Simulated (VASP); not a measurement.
## Al2Ga: single point with PBE

The system is Al2Ga.

```
CELL_PARAMETERS angstrom
4.13500 0.00000 0.00000
0.00000 4.13500 0.00000
0.00000 0.00000 5.95281
ATOMIC_POSITIONS crystal
Al 0.00000 0.50000 0.20300
Al 0.00000 0.50000 0.70300
Al 0.50000 0.00000 0.29700
Al 0.50000 0.00000 0.79700
Ga 0.00000 0.00000 0.00000
Ga 0.50000 0.50000 0.50000
```

```json
{
  "Program": "VASP 6.6.1",
  "Task": "single point",
  "Functional": "PBE",
  "Potentials or basis": "VASP PAW PBE potentials, release 64 (Al, Ga_d)",
  "Cutoff": "520 eV",
  "k mesh": "4 × 4 × 4",
  "Occupations": "gaussian, width 0.1 eV",
  "Spin": "no spin polarisation",
  "Dipole correction": "no",
  "Further INCAR settings": "ALGO = Normal; EDIFF = 1e-06; NBANDS = 28"
}
```

```yaml
Pressure: 13.3 GPa
Largest_force: 1.227 eV/Å
Band_gap_on_the_k_mesh: zero (band 19 reaches 9.38 eV, above the bottom of band 20 at 5.05 eV)
```

Forces in eV/Å, atoms in the order of the input:
```
Al   0.000  0.000  1.227
Al   0.000  0.000  1.227
Al   0.000  0.000 -1.227
Al   0.000  0.000 -1.227
Ga   0.000  0.000  0.000
Ga   0.000  0.000  0.000
```

Stress tensor (GPa, compression positive):
```
15.78  0.00  0.00
 0.00 15.78  0.00
 0.00  0.00  8.23
```

Levels at points of the mesh, in eV from the Fermi level:
```tsv
k point	band 15	band 16	band 17	band 18	band 19	band 20	band 21	band 22	band 23	band 24
(0.00, 0.00, 0.00)	-3.64	-2.34	-0.84	-0.11	-0.11	0.18	0.75	0.75	0.75	2.42
(0.50, 0.00, 0.00)	-5.24	-5.24	-1.81	-1.81	0.26	0.26	2.56	2.56	3.36	3.36
(0.50, 0.50, 0.00)	-3.79	-3.79	-3.59	-3.59	-2.49	-2.49	-1.13	-1.13	7.54	7.54
(0.00, 0.00, 0.50)	-2.67	-2.67	-2.58	-2.58	-1.39	-1.39	0.60	0.60	4.03	4.03
(0.50, 0.00, 0.50)	-1.61	-1.61	-1.57	-1.57	-0.03	-0.03	0.93	0.93	0.99	0.99
(0.50, 0.50, 0.50)	-6.35	-6.35	-4.65	-4.65	1.85	1.85	1.85	1.85	2.45	2.45
```

Run time: 60 s on 1 thread of Oxide Virtual Turin-like Processor, on a shared host, peak memory 0.19 GiB.

Caveat: the k points lie up to 0.38 Å⁻¹ apart; forces of over 1 eV/Å act on the atoms, so gaps and moduli don't describe the material at rest.
